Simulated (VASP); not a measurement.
Write the native input for VASP 6.6.1 that does the following.

| Property | Result |
| --- | --- |
| Task | single point |
| Functional | PBE |
| Potentials or basis | VASP PAW PBE potentials, release 64 (Ti_sv, O) |
| Cutoff | 520 eV |
| k mesh | 1 × 1 × 1 |
| Occupations | fermi-dirac, width 0.01 eV |
| Spin | no spin polarisation |
| Dipole correction | no |
| Further INCAR settings | ALGO = Normal; EDIFF = 1e-06; NBANDS = 117 |

The structure of Ti8O17 (a cell with a defect) lies in POSCAR:

```
Ti8O17
1.0
    4.6435389800      4.6435389800      0.0000000000
   -4.6435389800      4.6435389800      0.0000000000
    0.0000000000      0.0000000000      5.9273749100
Ti O
8 17
Direct
   -0.0191910740      0.5191237783     -0.0435739267
    0.4959008657      0.0090926339     -0.0339086026
   -0.0008732564      0.0152317016      0.2129536294
    0.5170781403      0.5060626195      0.2159051890
   -0.0049192007      0.5217706819      0.4712759092
    0.5021888499      0.0121038071      0.4676338248
   -0.0069746373      0.0199528852      0.7177408321
    0.4902940429      0.5154918501      0.7136341237
    0.2419385311      0.4411208797      0.3289373508
    0.7042553135      0.0187940707      0.2695356754
    0.0001011082      0.2261358211      0.0210084568
    0.5140986240      0.7135217373      0.0196517011
   -0.0324805069      0.8198138352      0.0052684368
    0.4995887856      0.3048127745      0.0153389994
    0.2906300573      0.0160220470      0.2722518863
    0.8005364047      0.5009082534      0.2551662453
    0.2008314141      0.5220751910      0.7767320390
    0.6976964152      0.0154012921      0.7655461429
   -0.0079636459      0.2255672892      0.5260684616
    0.4978534712      0.7162069737      0.5100245970
   -0.0127005502      0.8124500551      0.5240336654
    0.5111733766      0.3001524281      0.5331290914
    0.2875254210      0.0051817160      0.7754525519
    0.7900627120      0.5179310458      0.7420197080
    0.1689935205      0.6235918364      0.2126347699
```

One way to write it, as run:

INCAR

```
SYSTEM = Ti8O17
PREC = Accurate
ENCUT = 520
EDIFF = 1E-6
ISMEAR = -1
SIGMA = 0.01
LREAL = .False.
LASPH = .True.
NELM = 120
ALGO = Normal
ISIF = 2
LWAVE = .False.
LCHARG = .True.
GGA = PE
LELF = .True.
LVHAR = .True.
NBANDS = 117
GGA_COMPAT = .False.
```

KPOINTS

```
regular mesh
0
Gamma
  1 1 1
  0 0 0
```

Potentials or basis: VASP PAW PBE potentials, release 64 (Ti_sv, O).

Run with:

```console
$ cat potpaw_PBE.64/Ti_sv/POTCAR potpaw_PBE.64/O/POTCAR > POTCAR
$ mpirun -np 1 vasp_gam > vasp.out
```

It gave:

The pressure is 12.7 GPa and the largest force is 0.423 eV/Å.

Caveat: the k points lie up to 1.06 Å⁻¹ apart.

Run time: 40 s on 1 thread of Intel(R) Xeon(R) 6975P-C (Granite Rapids) (shared host), peak memory 0.3 GiB.
